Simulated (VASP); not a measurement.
Set up this calculation in VASP 6.6.1, as the native input.

```
Task                   : single point
Functional             : PBE
Potentials or basis    : VASP PAW PBE potentials, release 64 (W_sv, S)
Cutoff                 : 520 eV
k mesh                 : 3 × 3 × 3
Occupations            : gaussian, width 0.02 eV
Spin                   : no spin polarisation
Dipole correction      : no
Further INCAR settings : ALGO = Normal; EDIFF = 1e-06; NBANDS = 67
```

The structure of W4S9 (a cell with a defect) lies in POSCAR:

```
W4S9
1.0
    3.1877474230      5.5213404984      0.0000000000
    6.3754948460      0.0000000000      0.0000000000
    3.1877474230      1.8404468328     -7.4744429926
W S
4 9
Direct
    0.0041645617      0.0073204565      1.0035079547
    0.0023408970      0.5009405967      1.0065322603
    0.4971742634      0.0073258116      1.0034789224
    0.5028348771      0.5005180404      1.0059706131
    0.4038411980      0.4080354541      0.7942170414
    0.4063227305      0.9034244178      0.7960593192
    0.9060642020      0.4080414191      0.7942245336
    0.9042547529      0.9067335209      0.7969377793
    0.2642197631      0.2651729142      0.2164304419
    0.2655983945      0.7659951624      0.2149797653
    0.7663179804      0.2651823865      0.2164471656
    0.7617638587      0.7792468522      0.2093776087
    0.6298616527      0.7852850642      0.4668705084
```

These files were run (other wordings do the same):

INCAR

```
PREC = Accurate
ENCUT = 520
EDIFF = 1E-6
ISMEAR = 0
SIGMA = 0.02
LREAL = False
LASPH = True
NELM = 60
ALGO = Normal
ISIF = 2
LWAVE = False
LCHARG = True
GGA = PE
LELF = True
LVHAR = True
NBANDS = 67
```

KPOINTS

```
Automatic mesh
0
Gamma
  3 3 3
```

Potentials or basis: VASP PAW PBE potentials, release 64 (W_sv, S).

Run with:

```console
$ cat potpaw_PBE.64/W_sv/POTCAR potpaw_PBE.64/S/POTCAR > POTCAR
$ mpirun -np 1 vasp_std > vasp.out
```

It gave:

```yaml
Pressure: 1.3 GPa
Largest_force: 0.522 eV/Å
Band_gap_on_the_k_mesh: 1.31 eV
```

Caveat: spin-orbit coupling is left out, which moves the levels of the heavy elements.

It took 10 min on 1 thread of Oxide Virtual Turin-like Processor, with other jobs on the host, peak memory 0.42 GiB.
